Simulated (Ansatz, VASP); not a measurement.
Two plane-wave programs on SiGe2C2

INCAR

```
  PREC = Accurate
  ENCUT = 600
  EDIFF = 1E-6
  ISMEAR = 0
  SIGMA = 0.1
  LREAL = F
  LASPH = T
  NELM = 100
  ALGO = Normal
  ISIF = 3
  LWAVE = F
  LCHARG = F
  GGA = PE
  IBRION = 2
  NSW = 100
  EDIFFG = -0.01
```

KPOINTS

```
Automatic mesh
0
Gamma
  8 8 12
```

Contents of POSCAR:

```
SiGe2C2
1.0
    4.8715324962      0.0000000000      0.0000000000
    0.0000000000      4.8715324962      0.0000000000
    0.0000000000      0.0000000000      3.4505892513
Si Ge C
1 2 2
Direct
    0.5000000000      0.5000000000      0.5000000000
    0.0000000000      0.5000000000      0.5000000000
    0.5000000000      0.0000000000      0.5000000000
    0.0000000000      0.0000000000      0.0000000000
    0.5000000000      0.5000000000      0.0000000000
```

Input for Ansatz:

```yaml
crystal:
  lattice:
    - [4.8715324962, 0.0, 0.0]
    - [0.0, 4.8715324962, 0.0]
    - [0.0, 0.0, 3.4505892513]
  atoms:
    - { symbol: Si, position: [0.5, 0.5, 0.5] }
    - { symbol: Ge, position: [0.0, 0.5, 0.5] }
    - { symbol: Ge, position: [0.5, 0.0, 0.5] }
    - { symbol: C, position: [0.0, 0.0, 0.0] }
    - { symbol: C, position: [0.5, 0.5, 0.0] }
basis:
  ecutwfc: 420
kpoints:
  mp_grid: { grid: [8, 8, 12] }
hamiltonian:
  xc: pbe
scf:
  occupations: { method: gaussian, width: 0.1 }
output:
  forces: true
  stress: true
  eigenvalues: true
relax:
  adjacent_minimum: "off"
  f_tol: 0.01
  max_steps: 80
  cell: { stress_tol: 0.05 }
```

Alike in both runs: task relaxation of cell and atoms; functional PBE; k mesh 8 × 8 × 12; occupations gaussian, width 0.1 eV; no spin polarisation.

```csv
,VASP,Ansatz
version,VASP 6.6.1,Ansatz 0.2.0
potentials or method,"VASP PAW PBE potentials, release 64 (Si, Ge_d, C), cutoff 600 eV","scalar-relativistic, plane waves, PAW"
valence electrons in the cell,40,40
```

```csv
,VASP,Ansatz,Ansatz less VASP
"gap on the k mesh at the Fermi level, each at its own relaxed structure (eV)",none,none,-
relaxed volume (Å³/atom),16.43,16.43,+0.002
relaxed length of the cell vector where the two differ most in proportion (Å),3.458,3.460,+0.0024
```

A gap of «none» marks a metal or a gap that the smearing closes.
